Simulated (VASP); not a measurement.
Wanted: the native input for a VASP 6.6.1 run.

```
Task                   : single point
Functional             : PBEsol
Potentials or basis    : VASP PAW PBE potentials, release 64 (Nb_sv, As)
Cutoff                 : 520 eV
k mesh                 : 18 × 18 × 18
Occupations            : gaussian, width 0.1 eV
Spin                   : no spin polarisation
Dipole correction      : no
Further INCAR settings : ALGO = Normal; EDIFF = 1e-06; NBANDS = 26
```

The structure of NbAs lies in POSCAR:

```
NbAs
1.0
   -1.7074126354      1.7074126354      5.7237574078
    1.7074126354     -1.7074126354      5.7237574078
    1.7074126354      1.7074126354     -5.7237574078
Nb As
2 2
Direct
    0.7485206372      0.7485206372      0.0000000000
    0.4985206372     -0.0014793628      0.5000000000
    0.1674793628      0.1674793628      0.0000000000
    0.9174793628      0.4174793628      0.5000000000
```

One way to write it, as run:

INCAR

```
SYSTEM = NbAs
PREC = Accurate
ENCUT = 520
EDIFF = 1E-6
ISMEAR = 0
SIGMA = 0.1
LREAL = .FALSE.
LASPH = .TRUE.
NELM = 60
ALGO = Normal
ISIF = 2
LWAVE = .FALSE.
LCHARG = .FALSE.
GGA = PS
NBANDS = 26
```

KPOINTS

```
regular mesh
0
G
  18 18 18
  0 0 0
```

Potentials or basis: VASP PAW PBE potentials, release 64 (Nb_sv, As).

The run is started by

```console
$ cat potpaw_PBE.64/Nb_sv/POTCAR potpaw_PBE.64/As/POTCAR > POTCAR
$ mpirun -np 1 vasp_std > vasp.out
```

It gave:

* Pressure: 5.2 GPa

Caveat: the cell stands under pressure; the PAW data sets were made with another functional, which shifts forces and pressure a little.

Run time: 24 min on 1 thread of AMD EPYC 9R14 (Zen 4), with other jobs on the host, peak memory 0.85 GiB.
